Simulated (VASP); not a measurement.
# MgTe5 (P-62m) in VASP: notebook

The runs below take MgTe5 through single point, with PBE.

Everything below comes from runs of VASP 6.6.1. Logs are shortened: lines on timing, memory, paths and dates and some standing lists are left out, and cuts for length are marked.

## Step 1: The cell of the first run

Symmetry: P-62m, No. 189, hexagonal system. Conventional cell: a = 7.147 Å, b = 7.147 Å, c = 4.145 Å, α = 90.00°, β = 90.00°, γ = 120.00°. Mg (site symmetry -62m) has 6 Te at 3.03 Å within 4.0 Å. Te (site symmetry m2m) has 2 Mg at 3.03 Å and 6 Te at 3.23 to 3.82 Å within 4.0 Å. Te (site symmetry -6) has 11 Te at 3.23 to 4.15 Å and 3 Mg at 4.13 Å within 4.2 Å.

## Step 2: Single point, PBE

File INCAR:

```
  PREC = Accurate
  ENCUT = 520
  EDIFF = 1E-7
  ISMEAR = 0
  SIGMA = 0.1
  LREAL = F
  LASPH = T
  NELM = 60
  ALGO = Normal
  ISIF = 2
  LWAVE = F
  LCHARG = F
  GGA = PE
  NBANDS = 25
```

File KPOINTS:

```
Automatic mesh
0
Gamma
  3 3 4
```

File POSCAR:

```
MgTe5
1.0
    7.1468877610      0.0000000000      0.0000000000
   -3.5734438805      6.1893863591      0.0000000000
    0.0000000000      0.0000000000      4.1454681811
Mg Te
1 5
Direct
    0.0000000000      0.0000000000      0.0000000000
    0.3087606487      0.0000000000      0.5000000000
    0.6912393513      0.6912393513      0.5000000000
    0.0000000000      0.3087606487      0.5000000000
    0.3333333333      0.6666666667      0.0000000000
    0.6666666667      0.3333333333      0.0000000000
```

Potentials or basis: VASP PAW PBE potentials, release 64 (Mg, Te).

On the command line:

```sh
cat potpaw_PBE.64/Mg/POTCAR potpaw_PBE.64/Te/POTCAR > POTCAR
mpirun -np 1 vasp_std > vasp.out
```

OUTCAR:

```text
PREC = Accurate
   ENCUT = 520
   EDIFF = 1E-7
   ISMEAR = 0
   LREAL = F
   LASPH = T
   NELM = 60
   ISIF = 2
   GGA = PE

 ion  position               nearest neighbor table
   1  0.000  0.000  0.000-   2 3.03   2 3.03   4 3.03   3 3.03   3 3.03   4 3.03
   2  0.309  0.000  0.500-   1 3.03   1 3.03   5 3.23   5 3.23   6 3.23   6 3.23
   3  0.691  0.691  0.500-   1 3.03   1 3.03   5 3.23   5 3.23   6 3.23   6 3.23
   4  0.000  0.309  0.500-   1 3.03   1 3.03   6 3.23   6 3.23   5 3.23   5 3.23
   5  0.333  0.667  0.000-   2 3.23   2 3.23   4 3.23   4 3.23   3 3.23   3 3.23
   6  0.667  0.333  0.000-   4 3.23   4 3.23   2 3.23   2 3.23   3 3.23   3 3.23

  LATTYP: Found a hexagonal cell.
 ALAT       =     7.1468877610
 C/A-ratio  =     0.5800382376

  Lattice vectors:

 A1 = (   7.1468877610,   0.0000000000,   0.0000000000)
 A2 = (  -3.5734438805,   6.1893863591,   0.0000000000)
 A3 = (   0.0000000000,   0.0000000000,   4.1454681811)

Analysis of symmetry for initial positions (statically):
=====================================================================
 Subroutine PRICEL returns:
 Original cell was already a primitive cell.

 Routine SETGRP: Setting up the symmetry group for a
 hexagonal supercell.

 Subroutine GETGRP returns: Found 12 space group operations
 (whereof 12 operations were pure point group operations)
 out of a pool of 24 trial point group operations.

The static configuration has the point symmetry D_3h.

Analysis of symmetry for dynamics (positions and initial velocities):
=====================================================================
 Subroutine PRICEL returns:
 Original cell was already a primitive cell.

 Routine SETGRP: Setting up the symmetry group for a
 hexagonal supercell.

 Subroutine GETGRP returns: Found 12 space group operations
 (whereof 12 operations were pure point group operations)
 out of a pool of 24 trial point group operations.

The dynamic configuration has the point symmetry D_3h.

 Subroutine INISYM returns: Found 12 space group operations
 (whereof 12 operations are pure point group operations),
 and found     1 'primitive' translations

----------------------------------------------------------------------------------------

                                     Primitive cell

  volume of cell :     183.3742

  direct lattice vectors                    reciprocal lattice vectors
     7.146887761  0.000000000  0.000000000     0.139921044  0.080783453  0.000000000
    -3.573443881  6.189386359  0.000000000     0.000000000  0.161566905  0.000000000
     0.000000000  0.000000000  4.145468181     0.000000000  0.000000000  0.241227277

  length of vectors
     7.146887761  7.146887761  4.145468181     0.161566905  0.161566905  0.241227277

  position of ions in fractional coordinates (direct lattice)
     0.000000000  0.000000000  0.000000000
     0.308760649  0.000000000  0.500000000
     0.691239351  0.691239351  0.500000000
     0.000000000  0.308760649  0.500000000
     0.333333333  0.666666667  0.000000000
     0.666666667  0.333333333  0.000000000

  ion indices of the primitive-cell ions
   primitive index   ion index
                 1           1
                 2           2
                 3           3
                 4           4
                 5           5
                 6           6

----------------------------------------------------------------------------------------

 KPOINTS: Automatic mesh

Automatic generation of k-mesh.
 Grid dimensions read from file:
 generate k-points for:    3    3    4

 Generating k-lattice:

  Cartesian coordinates                     Fractional coordinates (reciprocal lattice)
     0.046640348  0.026927818  0.000000000     0.333333333  0.000000000  0.000000000
     0.000000000  0.053855635  0.000000000     0.000000000  0.333333333  0.000000000
     0.000000000  0.000000000  0.060306819     0.000000000  0.000000000  0.250000000

  Length of vectors
     0.053855635  0.053855635  0.060306819

  Shift w.r.t. Gamma in fractional coordinates (k-lattice)
     0.000000000  0.000000000  0.000000000

 Subroutine IBZKPT returns following result:
 ===========================================

 Found      9 irreducible k-points:

 Following reciprocal coordinates:
            Coordinates               Weight
  0.000000  0.000000  0.000000      1.000000
  0.333333  0.000000  0.000000      6.000000
  0.333333  0.333333  0.000000      2.000000
  0.000000  0.000000  0.250000      2.000000
  0.333333  0.000000  0.250000     12.000000
  0.333333  0.333333  0.250000      4.000000
  0.000000  0.000000  0.500000      1.000000
  0.333333  0.000000  0.500000      6.000000
  0.333333  0.333333  0.500000      2.000000
   k-points           NKPTS =      9   k-points in BZ     NKDIM =      9   number of bands    NBANDS=     25
   number of dos      NEDOS =    301   number of ions     NIONS =      6
   total plane-waves  NPLWV =  93312
   dimension x,y,z NGX =    54 NGY =   54 NGZ =   32
   dimension x,y,z NGXF=   108 NGYF=  108 NGZF=   64
   ions per type =               1   5
   NGX,Y,Z   is equivalent  to a cutoff of  12.56, 12.56, 12.83 a.u.
   NGXF,Y,Z  is equivalent  to a cutoff of  25.12, 25.12, 25.67 a.u.
 SYSTEM =  unknown system
   PREC   = accura    normal or accurate (medium, high low for compatibility)
   ISTART =      0    job   : 0-new  1-cont  2-samecut
   ICHARG =      2    charge: 1-file 2-atom 10-const
   ISPIN  =      1    spin polarized calculation?
   LNONCOLLINEAR =      F non collinear calculations
   LSORBIT =      F    spin-orbit coupling
   LASPH  =      T    aspherical Exc in radial PAW
   ENCUT  =  520.0 eV  38.22 Ry    6.18 a.u.  13.29 13.29  7.71*2*pi/ulx,y,z
   NELM   =     60;   NELMIN=  2; NELMDL= -5     # of ELM steps
   EDIFF  = 0.1E-06   stopping-criterion for ELM
   LREAL  =      F    real-space projection
   EDIFFG = 0.1E-05   stopping-criterion for IOM
   NSW    =      0    number of steps for IOM
   IBRION =     -1    ionic relax: 0-MD 1-quasi-New 2-CG
   NFREE  =      0    steps in history (QN), initial steepest desc. (CG)
   ISIF   =      2    stress and relaxation
   ISYM   =      2    0-nonsym 1-usesym 2-fastsym
   POTIM  = 0.5000    time-step for ionic-motion
   TEBEG  =    0.0;   TEEND  =   0.0 temperature during run
   PSTRESS=    0.0 pullay stress
   NELECT =      32.0000    total number of electrons
   NUPDOWN=      -1.0000    fix difference up-down
   EMIN   =  10.00;   EMAX   =-10.00  energy-range for DOS
   EFERMI =   0.00;   METHOD = LEGACY
   ISMEAR =     0;   SIGMA  =   0.10  broadening in eV -4-tet -1-fermi 0-gaus
   EFERMI_NEDOS =   21; number of points for ismear=-14 and -15
   IALGO  =     38    algorithm
   IMIX   =      4    mixing-type and parameters
     AMIX     =   0.40;   BMIX     =  1.00
     AMIX_MAG =   1.60;   BMIX_MAG =  1.00
  volume/ion in A,a.u.               =      30.56       206.24
  Fermi-wavevector in a.u.,A,eV,Ry     =   0.914841  1.728798 11.387170  0.836933
  Thomas-Fermi vector in A             =   2.039514
   LORBIT       =      0    0 simple, 1 ext, 2 COOP (PROOUT), +10 PAW based schemes
   GGA     = PE    functional components
   LHFCALC =     F    Hartree Fock is set to
   AEXX    =    0.0000 exact exchange contribution
   IVDW    =     0    specifies the selected vdW correction
   LEPSILON=     F    determine dielectric tensor
   LRPA    =     F    only Hartree local field effects (RPA)
 non-spin polarized calculation
 Gauss-broadening in eV      SIGMA  =   0.10
  energy-cutoff  :      520.00
  volume of cell :      183.37
 maximum number of plane-waves:      4977
 NGX is ok and might be reduce to    54
   NGX = 27   NGY = 27   NGZ = 15

 number of electron      32.0000000 magnetization

 Free energy of the ion-electron system (eV)
  ---------------------------------------------------
  ext. energy  EPLUGINS =         0.00000000
  ---------------------------------------------------
  free energy    TOTEN  =       -17.13070726 eV

  energy without entropy =      -17.10348222  energy(sigma->0) =      -17.11709474

 E-fermi :   5.9847     XC(G=0):  -9.2689

 val. band max:        5.9262081731   @ k =   0.3333   0.0000   0.0000
 cond. band min:       5.9975840531   @ k =   0.3333   0.3333   0.5000
 fundamental gap:      0.0713758800
 Fermi energy:         5.9847433939

 k-point     1 :       0.0000    0.0000    0.0000
  band No.  band energies     occupation
      1      -7.2572      2.00000
      2      -5.3080      2.00000
      3      -5.0930      2.00000
      4      -5.0930      2.00000
      5      -3.5785      2.00000
      6       1.1189      2.00000
[... 17 lines left out ...]
     24      10.5456      0.00000
     25      11.9762      0.00000

 k-point     2 :       0.3333    0.0000    0.0000
  band No.  band energies     occupation
      1      -6.9753      2.00000
      2      -6.1140      2.00000
      3      -5.3732      2.00000
      4      -4.3739      2.00000
      5      -3.4712      2.00000
      6       1.3764      2.00000
[... 17 lines left out ...]
     24      10.6787      0.00000
     25      11.4366      0.00000

 k-point     3 :       0.3333    0.3333    0.0000
  band No.  band energies     occupation
      1      -6.5571      2.00000
      2      -6.5571      2.00000
      3      -5.6676      2.00000
      4      -3.7513      2.00000
      5      -3.7513      2.00000
      6       1.1698      2.00000
[... 132 lines left out ...]
 k-point     8 :       0.3333    0.0000    0.5000
  band No.  band energies     occupation
      1      -5.3684      2.00000
      2      -5.3675      2.00000
      3      -4.9520      2.00000
      4      -4.8199      2.00000
      5      -4.6652      2.00000
      6       0.6814      2.00000
[... 17 lines left out ...]
     24      11.0643      0.00000
     25      11.8649      0.00000

 k-point     9 :       0.3333    0.3333    0.5000
  band No.  band energies     occupation
      1      -5.1669      2.00000
      2      -5.1669      2.00000
      3      -5.0971      2.00000
      4      -4.9112      2.00000
      5      -4.9112      2.00000
      6       0.3706      2.00000
[... 17 lines left out ...]
     24       9.9195      0.00000
     25      13.1874      0.00000

------------------------ aborting loop because EDIFF is reached ----------------------------------------

  FORCE on cell =-STRESS in cart. coord.  units (eV):
  Direction    XX          YY          ZZ          XY          YZ          ZX
  --------------------------------------------------------------------------------------
  -------------------------------------------------------------------------------------
  Total       -0.1539611     -0.1539611     -0.0423617      0.0000000      0.0000000      0.0000000
  in kB       -1.3451896     -1.3451896     -0.3701227      0.0000000      0.0000000      0.0000000
  external PRESSURE =      -1.0201673 kB  Pullay stress =       0.0000000 kB

 VOLUME and BASIS-vectors are now :
 -----------------------------------------------------------------------------
  energy-cutoff  :      520.00
  volume of cell :      183.37
      direct lattice vectors                 reciprocal lattice vectors
     7.146887761  0.000000000  0.000000000     0.139921044  0.080783453  0.000000000
    -3.573443881  6.189386359  0.000000000     0.000000000  0.161566905  0.000000000
     0.000000000  0.000000000  4.145468181     0.000000000  0.000000000  0.241227277

 POSITION                                       TOTAL-FORCE (eV/Angst)
 -----------------------------------------------------------------------------------
      0.00000      0.00000      0.00000        -0.000000      0.000000     -0.000000
      2.20668      0.00000      2.07273         0.036404      0.000000      0.000000
      2.47011      4.27835      2.07273        -0.018202     -0.031527     -0.000000
     -1.10334      1.91104      2.07273        -0.018202      0.031527      0.000000
     -0.00000      4.12626      0.00000        -0.000000      0.000000     -0.000000
      3.57344      2.06313      0.00000         0.000000      0.000000     -0.000000
 -----------------------------------------------------------------------------------
    total drift:                                0.000000      0.000001     -0.000000

  FREE ENERGIE OF THE ION-ELECTRON SYSTEM (eV)
  ---------------------------------------------------
  free  energy   TOTEN  =       -17.1307072563 eV

  energy  without entropy=      -17.1034822171  energy(sigma->0) =      -17.11709474
```

Run time: 48 s. Hardware: 1 thread of AMD EPYC 9R45 (Zen 5), shared host; peak memory 0.26 GiB.

What came out:

| Quantity | Value |
| --- | --- |
| Free energy | -17.1307 eV |
| Pressure | -0.1 GPa |
| Largest force | 0.036 eV/Å |
| Band gap on the k mesh | zero (band 16 reaches 6.64 eV, above the bottom of band 17 at 5.44 eV) |

Forces in eV/Å, atoms in the order of the input:
```
Mg   0.000  0.000  0.000
Te   0.036  0.000  0.000
Te  -0.018 -0.032  0.000
Te  -0.018  0.032  0.000
Te   0.000  0.000  0.000
Te   0.000  0.000  0.000
```

Caveat: the k points lie up to 0.38 Å⁻¹ apart; spin-orbit coupling is left out, which moves the levels of the heavy elements.

## Step 3: Single point, PBE

This run uses another cell than the first one, of 36.60 Å³/atom, 1.198 times its volume.

File INCAR:

```
SYSTEM = MgTe5
PREC = Accurate
ENCUT = 520
EDIFF = 1E-6
ISMEAR = 0
SIGMA = 0.1
LREAL = .FALSE.
LASPH = .TRUE.
NELM = 80
ALGO = Normal
ISIF = 2
LWAVE = .FALSE.
LCHARG = .TRUE.
GGA = PE
LELF = .TRUE.
LVHAR = .TRUE.
NBANDS = 25
```

File KPOINTS:

```
Automatic mesh
0
G
  3 3 4
  0 0 0
```

File POSCAR:

```
MgTe5
1.0
    6.5152028000      0.0000000000      0.0000000000
   -3.2576014000      5.6423311300      0.0000000000
    0.0000000000      0.0000000000      5.9737585600
Mg Te
1 5
Direct
    0.0000000000      0.0000000000      0.0000000000
    0.3130345300      0.0000000000      0.5000000000
    0.6869654700      0.6869654700      0.5000000000
    0.0000000000      0.3130345300      0.5000000000
    0.3333333300      0.6666666700      0.0000000000
    0.6666666700      0.3333333300      0.0000000000
```

Potentials or basis: VASP PAW PBE potentials, release 64 (Mg, Te).

On the command line:

```sh
cat potpaw_PBE.64/Mg/POTCAR potpaw_PBE.64/Te/POTCAR > POTCAR
mpirun -np 1 vasp_std > vasp.out
```

It took 58 s on 1 thread of AMD EPYC 9R45 (Zen 5), shared host; peak memory 0.28 GiB.

It converged, with:

```yaml
Free_energy: -14.7060 eV
Pressure: -7.0 GPa
Largest_force: 0.436 eV/Å
Band_gap_on_the_k_mesh: zero (band 16 reaches 4.80 eV, above the bottom of band 17 at 3.49 eV)
```

Forces on the atoms (eV/Å):
```
Mg   0.000  0.000  0.000
Te  -0.436  0.000  0.000
Te   0.218  0.377  0.000
Te   0.218 -0.377  0.000
Te   0.000  0.000  0.000
Te   0.000  0.000  0.000
```

Stress tensor (GPa, compression positive):
```
-6.70  0.00  0.00
 0.00 -6.70  0.00
 0.00  0.00 -7.67
```

Levels at points of the mesh, in eV from the Fermi level:
```csv
k point,band 13,band 14,band 15,band 16,band 17,band 18
"(0.00, 0.00, 0.00)",-1.22,-1.22,-1.08,-0.59,-0.59,-0.04
"(0.00, 0.00, 0.50)",-1.70,-1.70,-0.92,0.72,0.93,0.93
```

Caveat: the k points lie up to 0.37 Å⁻¹ apart; spin-orbit coupling is left out, which moves the levels of the heavy elements.

(Part 1 of 2 ends here.)
